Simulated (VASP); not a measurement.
Set up this calculation in VASP 6.6.1, as the native input.

- Task: single point
- Functional: PBE
- Potentials or basis: VASP PAW PBE potentials, release 64 (Al, P)
- Cutoff: 400 eV
- k mesh: 4 × 4 × 1
- Occupations: gaussian, width 0.1 eV
- Spin: no spin polarisation
- Dipole correction: yes
- Further INCAR settings: ALGO = Normal; EDIFF = 1e-06; NBANDS = 16; NELMDL = -8

The structure of AlP lies in POSCAR:

```
AlP
1.0
    3.8544390000      0.0000000000      0.0000000000
    0.0000000000      3.8544390000      0.0000000000
    0.0000000000      0.0000000000     10.0882499319
Al P
2 2
Direct
    0.0000000000      0.0000000000      0.2973756618
    0.5000000000      0.5000000000      0.5675414461
    1.0000000000      0.5000000000      0.4324585539
    0.5000000000      0.0000000000      0.7026243382
```

These files were run (other wordings do the same):

INCAR

```
SYSTEM = AlP
PREC = Accurate
ENCUT = 400
EDIFF = 1E-6
ISMEAR = 0
SIGMA = 0.1
LREAL = .FALSE.
LASPH = .TRUE.
NELM = 120
ALGO = Normal
ISIF = 2
LWAVE = .FALSE.
LCHARG = .FALSE.
LDIPOL = .TRUE.
IDIPOL = 3
DIPOL = 0.5 0.5 0.500
GGA = PE
NBANDS = 16
GGA_COMPAT = .FALSE.
NELMDL = -8
```

KPOINTS

```
Automatic mesh
0
G
  4 4 1
  0 0 0
```

Potentials or basis: VASP PAW PBE potentials, release 64 (Al, P).

Run with:

```bash
$ cat potpaw_PBE.64/Al/POTCAR potpaw_PBE.64/P/POTCAR > POTCAR
$ mpirun -np 1 vasp_std > vasp.out
```

Results of the run:

* Largest force: 1.038 eV/Å
* Band gap on the k mesh: 0.11 eV (least direct gap 0.40 eV)

Run time: 32 s on 1 thread of Intel Xeon 8259CL (shared host), peak memory 0.21 GiB.
